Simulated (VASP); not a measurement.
# BeS (F-43m) in VASP: further runs

BeS is run at these levels: HSE06; tasks: single point.

Program: VASP 6.6.1. These are calculated values, not measurements. Logs are shortened: lines on timing, memory, paths and dates and some standing lists are left out, and cuts for length are marked.

## (1) The cell of the first run

Symmetry: F-43m, No. 216, cubic system. Conventional cell: a = 4.771 Å, b = 4.771 Å, c = 4.771 Å, α = 90.00°, β = 90.00°, γ = 90.00°. Be (site symmetry -43m) has 4 S at 2.07 Å within 2.7 Å. S (site symmetry -43m) has 4 Be at 2.07 Å within 2.7 Å.

## (2) Single point, HSE06 (strain -2.0%)

Input file POSCAR:

```
BeS
1.0
    0.0000000000      2.3856201057      2.3856201057
    2.3856201057      0.0000000000      2.3856201057
    2.3856201057      2.3856201057      0.0000000000
Be S
1 1
Direct
    0.0000000000      0.0000000000      0.0000000000
    0.2500000000      0.2500000000      0.2500000000
```

Input file INCAR.step1:

```
PREC = Accurate
ENCUT = 520
EDIFF = 1E-5
ISMEAR = 0
SIGMA = 0.01
LREAL = F
LASPH = T
NELM = 60
ALGO = Normal
ISIF = 2
LWAVE = T
LCHARG = F
NBANDS = 11
GGA = PE
```

Input file INCAR.step2:

```
PREC = Accurate
ENCUT = 520
EDIFF = 1E-7
ISMEAR = 0
SIGMA = 0.01
LREAL = F
LASPH = T
NELM = 60
ALGO = Normal
ISIF = 2
LWAVE = F
LCHARG = F
GGA = PE
LHFCALC = T
HFSCREEN = 0.2079
PRECFOCK = Normal
NBANDS = 11
ISTART = 1
```

Input file KPOINTS:

```
regular mesh
0
Gamma
  6 6 6
```

Potentials or basis: VASP PAW PBE potentials, release 64 (Be, S).

Command:

```sh
cat potpaw_PBE.64/Be/POTCAR potpaw_PBE.64/S/POTCAR > POTCAR
cp INCAR.step1 INCAR
mpirun -np 1 vasp_std > vasp.out
cp INCAR.step2 INCAR
mpirun -np 1 vasp_std > vasp.out
```

OUTCAR:

```text
PREC = Accurate
   ENCUT = 520
   EDIFF = 1E-7
   ISMEAR = 0
   LREAL = F
   LASPH = T
   NELM = 60
   ISIF = 2
   GGA = PE
   LHFCALC = T
   HFSCREEN = 0.2079
   PRECFOCK = Normal
   ISTART = 1

 ion  position               nearest neighbor table
   1  0.000  0.000  0.000-   2 2.07   2 2.07   2 2.07   2 2.07
   2  0.250  0.250  0.250-   1 2.07   1 2.07   1 2.07   1 2.07

  LATTYP: Found a face centered cubic cell.
 ALAT       =     4.7712402114

  Lattice vectors:

 A1 = (   0.0000000000,   2.3856201057,   2.3856201057)
 A2 = (   2.3856201057,   0.0000000000,   2.3856201057)
 A3 = (   2.3856201057,   2.3856201057,   0.0000000000)

Analysis of symmetry for initial positions (statically):
=====================================================================
 Subroutine PRICEL returns:
 Original cell was already a primitive cell.

 Routine SETGRP: Setting up the symmetry group for a
 face centered cubic supercell.

 Subroutine GETGRP returns: Found 24 space group operations
 (whereof 24 operations were pure point group operations)
 out of a pool of 48 trial point group operations.

The static configuration has the point symmetry T_d .

Analysis of symmetry for dynamics (positions and initial velocities):
=====================================================================
 Subroutine PRICEL returns:
 Original cell was already a primitive cell.

 Routine SETGRP: Setting up the symmetry group for a
 face centered cubic supercell.

 Subroutine GETGRP returns: Found 24 space group operations
 (whereof 24 operations were pure point group operations)
 out of a pool of 48 trial point group operations.

The dynamic configuration has the point symmetry T_d .

 Subroutine INISYM returns: Found 24 space group operations
 (whereof 24 operations are pure point group operations),
 and found     1 'primitive' translations

----------------------------------------------------------------------------------------

                                     Primitive cell

  volume of cell :      27.1540

  direct lattice vectors                    reciprocal lattice vectors
     0.000000000  2.385620106  2.385620106    -0.209589112  0.209589112  0.209589112
     2.385620106  0.000000000  2.385620106     0.209589112 -0.209589112  0.209589112
     2.385620106  2.385620106  0.000000000     0.209589112  0.209589112 -0.209589112
[... 89 lines left out ...]
   EFERMI =   0.00;   METHOD = LEGACY
   ISMEAR =     0;   SIGMA  =   0.01  broadening in eV -4-tet -1-fermi 0-gaus
   EFERMI_NEDOS =   21; number of points for ismear=-14 and -15
   IALGO  =     38    algorithm
   IMIX   =      1    mixing-type and parameters
     AMIX     =   0.40;   BMIX     =  1.00
     AMIX_MAG =   1.60;   BMIX_MAG =  1.00
  volume/ion in A,a.u.               =      13.58        91.62
  Fermi-wavevector in a.u.,A,eV,Ry     =   1.089332  2.058539 16.145271  1.186644
  Thomas-Fermi vector in A             =   2.225533
   LORBIT       =      0    0 simple, 1 ext, 2 COOP (PROOUT), +10 PAW based schemes
   GGA     = PE    functional components
   LHFCALC =     T    Hartree Fock is set to
   PRECFOCK=normal    Normal, Fast or Accurate (Low or Medium for compatibility)
   ENCUT4O =  -1.0   cutoff for four orbital integrals eV
   NKREDX  =     1    reduce k-point grid by
   NKREDY  =     1    reduce k-point grid by
   NKREDZ  =     1    reduce k-point grid by
   AEXX    =    0.2500 exact exchange contribution
   HFSCREEN=    0.2079 screening length (either q_TF or 0.3 A-1)
   HFSCREENC=   0.2079 screening length for correlation (either q_TF or 0.3 A-1)
   ENCUTFOCK=  -1.0 apply spherical cutoff to Coloumb kernel
   IVDW    =     0    specifies the selected vdW correction
   LEPSILON=     F    determine dielectric tensor
   LRPA    =     F    only Hartree local field effects (RPA)
 non-spin polarized calculation
 Gauss-broadening in eV      SIGMA  =   0.01
  energy-cutoff  :      520.00
  volume of cell :       27.15
 maximum number of plane-waves:       751
 NGX is ok and might be reduce to    28
  NGX = 20; NGY = 20; NGZ = 20

 number of electron       8.0000001 magnetization

 Free energy of the ion-electron system (eV)
  ---------------------------------------------------
  ext. energy  EPLUGINS =         0.00000000
  ---------------------------------------------------
  free energy    TOTEN  =       -11.36556291 eV

  energy without entropy =      -11.36556291  energy(sigma->0) =      -11.36556291

 E-fermi :   4.1472     XC(G=0):  -8.2480

 val. band max:        4.0448853148   @ k =   0.0000   0.0000   0.0000
 cond. band min:       7.9747473858   @ k =   0.5000   0.5000   0.0000
 fundamental gap:      3.9298620710
 Fermi energy:         4.1471801617

 k-point     1 :       0.0000    0.0000    0.0000
  band No.  band energies     occupation
      1     -11.4099      2.00000
      2       4.0449      2.00000
      3       4.0449      2.00000
      4       4.0449      2.00000
      5      10.8835      0.00000
      6      10.8835      0.00000
      7      10.8835      0.00000
      8      11.5540      0.00000
      9      18.4241      0.00000
     10      18.4241      0.00000
     11      20.7190      0.00000
[... 197 lines left out ...]
 k-point    16 :      -0.3333    0.5000    0.1667
  band No.  band energies     occupation
      1      -8.7689      2.00000
      2      -1.2886      2.00000
      3       0.0802      2.00000
      4       0.3563      2.00000
      5      10.2301      0.00000
      6      11.8974      0.00000
      7      15.7877      0.00000
      8      16.2994      0.00000
      9      20.4938      0.00000
     10      20.7798      0.00000
     11      23.2476      0.00000

------------------------ aborting loop because EDIFF is reached ----------------------------------------

  FORCE on cell =-STRESS in cart. coord.  units (eV):
  Direction    XX          YY          ZZ          XY          YZ          ZX
  --------------------------------------------------------------------------------------
  -------------------------------------------------------------------------------------
  Total        0.9158610      0.9158610      0.9158610      0.0000000      0.0000000      0.0000000
  in kB       54.0388762     54.0388762     54.0388762      0.0000000      0.0000000      0.0000000
  external PRESSURE =      54.0388762 kB  Pullay stress =       0.0000000 kB

 VOLUME and BASIS-vectors are now :
 -----------------------------------------------------------------------------
  energy-cutoff  :      520.00
  volume of cell :       27.15
      direct lattice vectors                 reciprocal lattice vectors
     0.000000000  2.385620106  2.385620106    -0.209589112  0.209589112  0.209589112
     2.385620106  0.000000000  2.385620106     0.209589112 -0.209589112  0.209589112
     2.385620106  2.385620106  0.000000000     0.209589112  0.209589112 -0.209589112

 POSITION                                       TOTAL-FORCE (eV/Angst)
 -----------------------------------------------------------------------------------
      0.00000      0.00000      0.00000         0.000000      0.000000      0.000000
      1.19281      1.19281      1.19281        -0.000000     -0.000000     -0.000000
 -----------------------------------------------------------------------------------
    total drift:                               -0.000000     -0.000000     -0.000000

  FREE ENERGIE OF THE ION-ELECTRON SYSTEM (eV)
  ---------------------------------------------------
  free  energy   TOTEN  =       -11.3655629091 eV

  energy  without entropy=      -11.3655629091  energy(sigma->0) =      -11.36556291
```

OUTCAR.step1:

```text
PREC = Accurate
   ENCUT = 520
   EDIFF = 1E-5
   ISMEAR = 0
   LREAL = F
   LASPH = T
[... 434 lines left out ...]
 -----------------------------------------------------------------------------------
      0.00000      0.00000      0.00000         0.000000     -0.000000      0.000000
      1.19281      1.19281      1.19281         0.000000      0.000000     -0.000000
 -----------------------------------------------------------------------------------
    total drift:                                0.000000      0.000000     -0.000000

  FREE ENERGIE OF THE ION-ELECTRON SYSTEM (eV)
  ---------------------------------------------------
  free  energy   TOTEN  =        -9.9725102620 eV

  energy  without entropy=       -9.9725102620  energy(sigma->0) =       -9.97251026
```

OSZICAR.step1:

```text
N       E                     dE             d eps       ncg     rms          rms(c)
DAV:   1     0.189272286215E+02    0.18927E+02   -0.37800E+03   360   0.624E+02
DAV:   2    -0.917266769677E+01   -0.28100E+02   -0.27245E+02   467   0.118E+02
DAV:   3    -0.101715901656E+02   -0.99892E+00   -0.99772E+00   458   0.216E+01
DAV:   4    -0.101767926765E+02   -0.52025E-02   -0.52017E-02   433   0.181E+00
DAV:   5    -0.101768355567E+02   -0.42880E-04   -0.42880E-04   465   0.161E-01    0.607E+00
DAV:   6    -0.100216356485E+02    0.15520E+00   -0.11460E-01   420   0.171E+00    0.411E+00
DAV:   7    -0.997133541471E+01    0.50300E-01   -0.14029E-01   438   0.200E+00    0.965E-01
DAV:   8    -0.997239676324E+01   -0.10613E-02   -0.68006E-03   450   0.444E-01    0.157E-01
DAV:   9    -0.997248018944E+01   -0.83426E-04   -0.48677E-04   440   0.142E-01    0.373E-02
DAV:  10    -0.997250184413E+01   -0.21655E-04   -0.46632E-05   446   0.370E-02    0.110E-02
DAV:  11    -0.997251026200E+01   -0.84179E-05   -0.15832E-05   397   0.225E-02
   1 F= -.99725103E+01 E0= -.99725103E+01  d E =-.450159E-72
```

Wall time 8 min (1 thread of Intel Xeon Platinum 8259CL at 2.50GHz (Skylake/Cascade Lake), shared host); peak memory 0.25 GiB.

Results:

```
Free energy            : -11.3656 eV
Pressure               : 5.4 GPa
Band gap on the k mesh : 3.93 eV (least direct gap 6.84 eV)
```

Levels at points of the mesh, in eV from the valence-band top:
| k point | band 1 | band 2 | band 3 | band 4 | band 5 | band 6 | band 7 | band 8 |
| --- | --- | --- | --- | --- | --- | --- | --- | --- |
| (0.00, 0.00, 0.00) | -15.45 | 0.00 | 0.00 | 0.00 | 6.84 | 6.84 | 6.84 | 7.51 |
| (0.50, 0.00, 0.00) | -13.52 | -6.71 | -1.20 | -1.20 | 6.80 | 7.75 | 7.75 | 12.78 |
| (0.50, 0.50, 0.00) | -12.87 | -5.83 | -3.07 | -3.07 | 3.93 | 5.91 | 14.94 | 14.94 |

Caveat: the cell differs from its parent crystal (strain -2.0%); the cell stands under pressure; the PAW data sets were made with another functional, which shifts forces and pressure a little.

[end of part 1 of 4]
